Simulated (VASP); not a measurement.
Sr4CaHf3O12 (a cell with a defect): single point with PBEsol

System: Sr4CaHf3O12 (a cell with a defect).

```
Sr Ca Hf O
1.0
     8.21113    0.00000    0.00000
     0.00000    8.21113    0.00000
     0.00000    0.00000    8.21113
Sr Ca Hf O
8 2 6 24
Direct
  0.01089 0.01788 0.01332
  0.98262 0.97635 0.49128
  0.01689 0.51536 0.00219
  0.97307 0.49796 0.49200
  0.52363 0.00072 0.99125
  0.48475 0.98276 0.50172
  0.51652 0.52173 0.99078
  0.49647 0.47730 0.51703
  0.25333 0.26234 0.26053
  0.24896 0.23628 0.75907
  0.25235 0.74687 0.24341
  0.24831 0.75249 0.73938
  0.74226 0.25051 0.25348
  0.75796 0.24756 0.75929
  0.74808 0.75078 0.24785
  0.75347 0.74957 0.74901
  0.27733 0.15366 0.01593
  0.22457 0.35542 0.51825
  0.20949 0.78039 0.98625
  0.29308 0.71316 0.48611
  0.68807 0.26959 0.00744
  0.80407 0.22793 0.50920
  0.77404 0.71294 0.99931
  0.72748 0.78631 0.49895
  0.98245 0.30363 0.22430
  0.99012 0.27431 0.82935
  0.99797 0.71824 0.27729
  0.00027 0.71455 0.70780
  0.51233 0.22441 0.33097
  0.51794 0.20036 0.71309
  0.50011 0.78660 0.20950
  0.50258 0.78093 0.77622
  0.20617 0.99216 0.27469
  0.22097 0.98417 0.66750
  0.27630 0.51549 0.16644
  0.29442 0.50630 0.77390
  0.78213 0.00178 0.22165
  0.78913 0.99560 0.78762
  0.71059 0.50411 0.28371
  0.72237 0.49771 0.72509
```

```json
{"Program": "VASP 6.6.1", "Task": "single point", "Functional": "PBEsol", "Potentials or basis": "VASP PAW PBE potentials, release 64 (Sr_sv, Ca_sv, Hf_pv, O)", "Cutoff": "520 eV", "k mesh": "1 × 1 × 1, shifted", "Occupations": "fermi-dirac, width 0.05 eV", "Spin": "collinear spin", "Fixed moment": "2 μB", "Dipole correction": "no", "Mended": "yes", "Further INCAR settings": "LREAL = Auto; ALGO = Normal; EDIFF = 1e-06; NBANDS = 182; ISYM = -1"}
```

| Quantity | Value |
| --- | --- |
| Pressure | 0.7 GPa |
| Largest force | 0.260 eV/Å |
| Net moment | 2.00 μB per cell |
| Site moments | Sr -0.00, +0.00 (each value once); Ca +0.01; Hf -0.01, -0.00, +0.00 (each value once); O +0.48, +0.51, +0.01, +0.06, -0.01, +0.03, -0.00, -0.08, -0.05, +0.13, -0.03, +0.24, +0.05, +0.32, +0.02 (each value once) μB |
| Valence electrons inside the program's atomic spheres | Sr 8.00, 8.02, 8.01 (each value once); Ca 8.32, 8.34; Hf 8.66, 8.65, 8.67, 8.62 (each value once); O 4.91, 4.90, 5.01, 5.02, 5.03, 5.00, 5.04, 4.98, 4.95 (each value once) |

Forces in eV/Å, atoms in the order of the input:
```
Sr  -0.004 -0.045 -0.030
Sr   0.020  0.081 -0.004
Sr   0.045  0.010  0.000
Sr  -0.027 -0.057  0.010
Sr   0.013  0.002 -0.009
Sr  -0.004  0.032  0.018
Sr  -0.079  0.005  0.049
Sr  -0.009 -0.018 -0.034
Ca  -0.075  0.071  0.073
Ca   0.026  0.015 -0.074
Hf   0.000 -0.137 -0.221
Hf  -0.043  0.044  0.111
Hf   0.080  0.095  0.157
Hf  -0.105 -0.080 -0.192
Hf  -0.046 -0.073 -0.001
Hf   0.021  0.020  0.003
O    0.009 -0.011  0.005
O    0.000  0.019  0.064
O    0.023  0.052 -0.098
O   -0.043  0.048  0.059
O    0.116 -0.038  0.074
O   -0.026  0.047 -0.040
O   -0.046  0.083 -0.017
O    0.037 -0.080  0.016
O   -0.116 -0.063 -0.038
O   -0.191 -0.021 -0.023
O   -0.056  0.053 -0.049
O   -0.028  0.061  0.069
O    0.131  0.009 -0.113
O    0.159  0.054  0.119
O    0.078 -0.037  0.063
O    0.036 -0.055 -0.065
O    0.069 -0.149  0.023
O    0.042 -0.171  0.048
O    0.051  0.128  0.116
O   -0.042  0.132 -0.057
O   -0.071 -0.014  0.035
O   -0.050 -0.095 -0.037
O    0.050  0.008 -0.072
O    0.052  0.074  0.061
```

Stress tensor (GPa, compression positive):
```
 1.41  0.61 -0.06
 0.61  1.59 -0.06
-0.06 -0.06 -1.01
```

Run time: 18 min on 1 thread of Intel(R) Xeon(R) Platinum 8259CL CPU @ 2.50GHz (Skylake/Cascade Lake) (shared host), peak memory 0.89 GiB.

Caveat: the PAW data sets were made with another functional, which shifts forces and pressure a little; the total moment is fixed, so each spin has its own Fermi level.
